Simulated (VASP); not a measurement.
# ZnS (Cm) in VASP: single point with PBE

Aim: the single point of ZnS with PBE.

Program: VASP 6.6.1. These are calculated values, not measurements. Logs are shortened: lines on timing, memory, paths and dates and some standing lists are left out, and cuts for length are marked.

**1. The cell of the first run**

It takes space group Cm (No. 8, monoclinic). The conventional cell has a = 6.625 Å, b = 3.825 Å, c = 3.825 Å, α = 90.00°, β = 125.26°, γ = 90.00°. Zn (site symmetry m) has 1 S at 1.72 Å within 2.3 Å. S (site symmetry m) has 1 Zn at 1.72 Å within 2.3 Å.

**2. Single point, PBE (atom 1 (Zn) moved by (-0.600, -0.600) A along x and y)**

The input, INCAR:

```
PREC = Accurate
ENCUT = 520
EDIFF = 1E-6
ISMEAR = 0
SIGMA = 0.05
LREAL = False
LASPH = True
NELM = 80
ALGO = Normal
ISIF = 2
LWAVE = False
LCHARG = False
GGA = PE
NBANDS = 16
```

The input, KPOINTS:

```
regular mesh
0
Gamma
  10 10 10
```

The input, POSCAR:

```
ZnS
1.0
    0.0000000000      2.7046500000      2.7046500000
    2.7046500000      0.0000000000      2.7046500000
    2.7046500000      2.7046500000      0.0000000000
Zn S
1 1
Direct
    0.0000000000      0.0000000000     -0.2218401642
    0.7500000000      0.7500000000      0.7500000000
```

Potentials or basis: VASP PAW PBE potentials, release 64 (Zn, S).

The run is started by

```bash
cat potpaw_PBE.64/Zn/POTCAR potpaw_PBE.64/S/POTCAR > POTCAR
mpirun -np 1 vasp_std > vasp.out
```

OUTCAR:

```text
PREC = Accurate
   ENCUT = 520
   EDIFF = 1E-6
   ISMEAR = 0
   LREAL = False
   LASPH = True
   NELM = 80
   ISIF = 2
   GGA = PE

 ion  position               nearest neighbor table
   1  0.000  0.000  0.778-   2 1.72   2 2.49   2 2.49
   2  0.750  0.750  0.750-   1 1.72   1 2.49   1 2.49

  LATTYP: Found a face centered cubic cell.
 ALAT       =     5.4093000000

  Lattice vectors:

 A1 = (   0.0000000000,   2.7046500000,   2.7046500000)
 A2 = (   2.7046500000,   0.0000000000,   2.7046500000)
 A3 = (   2.7046500000,   2.7046500000,   0.0000000000)

Analysis of symmetry for initial positions (statically):
=====================================================================
 Subroutine PRICEL returns:
 Original cell was already a primitive cell.

 Routine SETGRP: Setting up the symmetry group for a
 face centered cubic supercell.

 Subroutine GETGRP returns: Found  2 space group operations
 (whereof  2 operations were pure point group operations)
 out of a pool of 48 trial point group operations.

The static configuration has the point symmetry C_1h.

Analysis of symmetry for dynamics (positions and initial velocities):
=====================================================================
 Subroutine PRICEL returns:
 Original cell was already a primitive cell.

 Routine SETGRP: Setting up the symmetry group for a
 face centered cubic supercell.

 Subroutine GETGRP returns: Found  2 space group operations
 (whereof  2 operations were pure point group operations)
 out of a pool of 48 trial point group operations.

The dynamic configuration has the point symmetry C_1h.

 Subroutine INISYM returns: Found  2 space group operations
 (whereof  2 operations are pure point group operations),
 and found     1 'primitive' translations

----------------------------------------------------------------------------------------

                                     Primitive cell

  volume of cell :      39.5697

  direct lattice vectors                    reciprocal lattice vectors
     0.000000000  2.704650000  2.704650000    -0.184866803  0.184866803  0.184866803
     2.704650000  0.000000000  2.704650000     0.184866803 -0.184866803  0.184866803
     2.704650000  2.704650000  0.000000000     0.184866803  0.184866803 -0.184866803

  length of vectors
     3.824952711  3.824952711  3.824952711     0.320198696  0.320198696  0.320198696

  position of ions in fractional coordinates (direct lattice)
     0.000000000  0.000000000  0.778159836
     0.750000000  0.750000000  0.750000000

  ion indices of the primitive-cell ions
   primitive index   ion index
                 1           1
                 2           2

----------------------------------------------------------------------------------------

 KPOINTS: regular mesh

Automatic generation of k-mesh.
 Grid dimensions read from file:
 generate k-points for:   10   10   10

 Generating k-lattice:

  Cartesian coordinates                     Fractional coordinates (reciprocal lattice)
    -0.018486680  0.018486680  0.018486680     0.100000000  0.000000000  0.000000000
     0.018486680 -0.018486680  0.018486680     0.000000000  0.100000000  0.000000000
     0.018486680  0.018486680 -0.018486680     0.000000000  0.000000000  0.100000000

  Length of vectors
     0.032019870  0.032019870  0.032019870

  Shift w.r.t. Gamma in fractional coordinates (k-lattice)
     0.000000000  0.000000000  0.000000000

 Subroutine IBZKPT returns following result:
 ===========================================

 Found    282 irreducible k-points:

 Following reciprocal coordinates:
            Coordinates               Weight
  0.000000  0.000000  0.000000      1.000000
  0.100000  0.000000  0.000000      4.000000
  0.000000  0.000000  0.100000      2.000000
  0.100000  0.100000  0.100000      2.000000
  0.200000  0.000000  0.000000      4.000000
  0.000000  0.000000  0.200000      2.000000
[... 16 lines left out ...]
  0.200000  0.100000  0.200000      4.000000
  0.100000 -0.100000 -0.100000      4.000000
 [... further k-points ...]
   k-points           NKPTS =    282   k-points in BZ     NKDIM =    282   number of bands    NBANDS=     16
   number of dos      NEDOS =    301   number of ions     NIONS =      2
   total plane-waves  NPLWV =  21952
   dimension x,y,z NGX =    28 NGY =   28 NGZ =   28
   dimension x,y,z NGXF=    56 NGYF=   56 NGZF=   56
   ions per type =               1   1
   NGX,Y,Z   is equivalent  to a cutoff of  12.17, 12.17, 12.17 a.u.
   NGXF,Y,Z  is equivalent  to a cutoff of  24.34, 24.34, 24.34 a.u.
 SYSTEM =  unknown system
   PREC   = accura    normal or accurate (medium, high low for compatibility)
   ISTART =      0    job   : 0-new  1-cont  2-samecut
   ICHARG =      2    charge: 1-file 2-atom 10-const
   ISPIN  =      1    spin polarized calculation?
   LNONCOLLINEAR =      F non collinear calculations
   LSORBIT =      F    spin-orbit coupling
   LASPH  =      T    aspherical Exc in radial PAW
   ENCUT  =  520.0 eV  38.22 Ry    6.18 a.u.   7.11  7.11  7.11*2*pi/ulx,y,z
   NELM   =     80;   NELMIN=  2; NELMDL= -5     # of ELM steps
   EDIFF  = 0.1E-05   stopping-criterion for ELM
   LREAL  =      F    real-space projection
   EDIFFG = 0.1E-04   stopping-criterion for IOM
   NSW    =      0    number of steps for IOM
   IBRION =     -1    ionic relax: 0-MD 1-quasi-New 2-CG
   NFREE  =      0    steps in history (QN), initial steepest desc. (CG)
   ISIF   =      2    stress and relaxation
   ISYM   =      2    0-nonsym 1-usesym 2-fastsym
   POTIM  = 0.5000    time-step for ionic-motion
   TEBEG  =    0.0;   TEEND  =   0.0 temperature during run
   PSTRESS=    0.0 pullay stress
   NELECT =      18.0000    total number of electrons
   NUPDOWN=      -1.0000    fix difference up-down
   EMIN   =  10.00;   EMAX   =-10.00  energy-range for DOS
   EFERMI =   0.00;   METHOD = LEGACY
   ISMEAR =     0;   SIGMA  =   0.05  broadening in eV -4-tet -1-fermi 0-gaus
   EFERMI_NEDOS =   21; number of points for ismear=-14 and -15
   IALGO  =     38    algorithm
   IMIX   =      4    mixing-type and parameters
     AMIX     =   0.40;   BMIX     =  1.00
     AMIX_MAG =   1.60;   BMIX_MAG =  1.00
  volume/ion in A,a.u.               =      19.78       133.51
  Fermi-wavevector in a.u.,A,eV,Ry     =   1.259055  2.379268 21.568210  1.585219
  Thomas-Fermi vector in A             =   2.392634
   LORBIT       =      0    0 simple, 1 ext, 2 COOP (PROOUT), +10 PAW based schemes
   GGA     = PE    functional components
   LHFCALC =     F    Hartree Fock is set to
   AEXX    =    0.0000 exact exchange contribution
   IVDW    =     0    specifies the selected vdW correction
   LEPSILON=     F    determine dielectric tensor
   LRPA    =     F    only Hartree local field effects (RPA)
 non-spin polarized calculation
 Gauss-broadening in eV      SIGMA  =   0.05
  energy-cutoff  :      520.00
  volume of cell :       39.57
 maximum number of plane-waves:      1090
   NGX = 15   NGY = 15   NGZ = 15

 number of electron      18.0000002 magnetization

 Free energy of the ion-electron system (eV)
  ---------------------------------------------------
  ext. energy  EPLUGINS =         0.00000000
  ---------------------------------------------------
  free energy    TOTEN  =        -3.62414048 eV

  energy without entropy =       -3.62414048  energy(sigma->0) =       -3.62414048

 E-fermi :   2.6766     XC(G=0):  -9.5883

 val. band max:        2.4655401616   @ k =   0.0000   0.0000   0.0000
 cond. band min:       4.1921501300   @ k =   0.0000   0.0000   0.0000
 fundamental gap:      1.7266099684
 Fermi energy:         2.6765824044

 k-point     1 :       0.0000    0.0000    0.0000
  band No.  band energies     occupation
      1     -11.8023      2.00000
      2      -5.7949      2.00000
      3      -5.6660      2.00000
      4      -5.3089      2.00000
      5      -4.7534      2.00000
      6      -4.6993      2.00000
[... 8 lines left out ...]
     15      13.5404      0.00000
     16      13.9795      0.00000

 k-point     2 :       0.1000    0.0000    0.0000
  band No.  band energies     occupation
      1     -11.7372      2.00000
      2      -5.7985      2.00000
      3      -5.6359      2.00000
      4      -5.3191      2.00000
      5      -4.7499      2.00000
      6      -4.6999      2.00000
[... 8 lines left out ...]
     15      13.2056      0.00000
     16      14.0522      0.00000

 k-point     3 :       0.0000    0.0000    0.1000
  band No.  band energies     occupation
      1     -11.7525      2.00000
      2      -5.7790      2.00000
      3      -5.6690      2.00000
      4      -5.3038      2.00000
      5      -4.7474      2.00000
      6      -4.6948      2.00000
[... 8 lines left out ...]
     15      13.3948      0.00000
     16      14.1582      0.00000

 k-point     4 :       0.1000    0.1000    0.1000
  band No.  band energies     occupation
      1     -11.7225      2.00000
      2      -5.8042      2.00000
      3      -5.6287      2.00000
      4      -5.3118      2.00000
      5      -4.7496      2.00000
      6      -4.7038      2.00000
[... 8 lines left out ...]
     15      13.0656      0.00000
     16      14.1942      0.00000

 k-point     5 :       0.2000    0.0000    0.0000
  band No.  band energies     occupation
      1     -11.5594      2.00000
      2      -5.7993      2.00000
      3      -5.5533      2.00000
      4      -5.3459      2.00000
      5      -4.7455      2.00000
      6      -4.6954      2.00000
[... 8 lines left out ...]
     15      12.8849      0.00000
     16      13.8928      0.00000

 k-point     6 :       0.0000    0.0000    0.2000
  band No.  band energies     occupation
      1     -11.6183      2.00000
      2      -5.7313      2.00000
      3      -5.6773      2.00000
      4      -5.2917      2.00000
      5      -4.7212      2.00000
      6      -4.6827      2.00000
[... 8 lines left out ...]
     15      13.4412      0.00000
     16      13.8836      0.00000
[... 267 lines left out ...]
 k-point    21 :       0.1000    0.0000    0.2000
  band No.  band energies     occupation
      1     -11.6126      2.00000
      2      -5.7708      2.00000
      3      -5.6321      2.00000
      4      -5.2868      2.00000
      5      -4.7382      2.00000
      6      -4.6880      2.00000
[... 8 lines left out ...]
     15      13.8067      0.00000
     16      14.8825      0.00000

 k-point    22 :       0.1000    0.1000   -0.1000
  band No.  band energies     occupation
      1     -11.6026      2.00000
      2      -5.7559      2.00000
      3      -5.6379      2.00000
      4      -5.3408      2.00000
      5      -4.7276      2.00000
      6      -4.6797      2.00000
[... 8 lines left out ...]
     15      14.1364      0.00000
     16      14.7357      0.00000

 k-point    23 :       0.2000    0.1000    0.2000
  band No.  band energies     occupation
      1     -11.5548      2.00000
      2      -5.7948      2.00000
      3      -5.5779      2.00000
      4      -5.3027      2.00000
      5      -4.7385      2.00000
      6      -4.7099      2.00000
[... 8 lines left out ...]
     15      13.1452      0.00000
     16      15.3811      0.00000

 k-point    24 :       0.1000   -0.1000   -0.1000
  band No.  band energies     occupation
      1     -11.5958      2.00000
      2      -5.8153      2.00000
      3      -5.5602      2.00000
      4      -5.3192      2.00000
      5      -4.7491      2.00000
      6      -4.6929      2.00000
[... 8 lines left out ...]
     15      13.6224      0.00000
     16      14.9179      0.00000

 [... further k-points ...]
[... 5 lines left out ...]
  --------------------------------------------------------------------------------------
  -------------------------------------------------------------------------------------
  Total        4.3749969      4.3749969     15.4342180      5.4113962      8.2175036      8.2175017
  in kB      177.1434573    177.1434573    624.9309022    219.1072255    332.7264078    332.7263321
  external PRESSURE =     326.4059389 kB  Pullay stress =       0.0000000 kB

 VOLUME and BASIS-vectors are now :
 -----------------------------------------------------------------------------
  energy-cutoff  :      520.00
  volume of cell :       39.57
      direct lattice vectors                 reciprocal lattice vectors
     0.000000000  2.704650000  2.704650000    -0.184866803  0.184866803  0.184866803
     2.704650000  0.000000000  2.704650000     0.184866803 -0.184866803  0.184866803
     2.704650000  2.704650000  0.000000000     0.184866803  0.184866803 -0.184866803

 POSITION                                       TOTAL-FORCE (eV/Angst)
 -----------------------------------------------------------------------------------
      2.10465      2.10465      0.00000         7.096480      7.096480     12.364226
      4.05697      4.05697      4.05697        -7.096480     -7.096480    -12.364226
 -----------------------------------------------------------------------------------
    total drift:                                0.000572      0.000572      0.000732

  FREE ENERGIE OF THE ION-ELECTRON SYSTEM (eV)
  ---------------------------------------------------
  free  energy   TOTEN  =        -3.6241404767 eV

  energy  without entropy=       -3.6241404767  energy(sigma->0) =       -3.62414048
```

It took 2.3 min on 1 thread of Intel Xeon Platinum 8488C (Sapphire Rapids), shared host; peak memory 0.29 GiB.

What came out:

| Property | Result |
| --- | --- |
| Free energy | -3.6241 eV |
| Pressure | 32.6 GPa |
| Largest force | 15.925 eV/Å |
| Band gap on the k mesh | 1.73 eV, direct |

Forces on the atoms (eV/Å):
```
Zn    7.096   7.096  12.364
S    -7.096  -7.096 -12.364
```

Caveat: the cell differs from its parent crystal (atom 1 (Zn) moved by (-0.600, -0.600) A along x and y); forces of over 1 eV/Å act on the atoms, so gaps and moduli don't describe the material at rest.
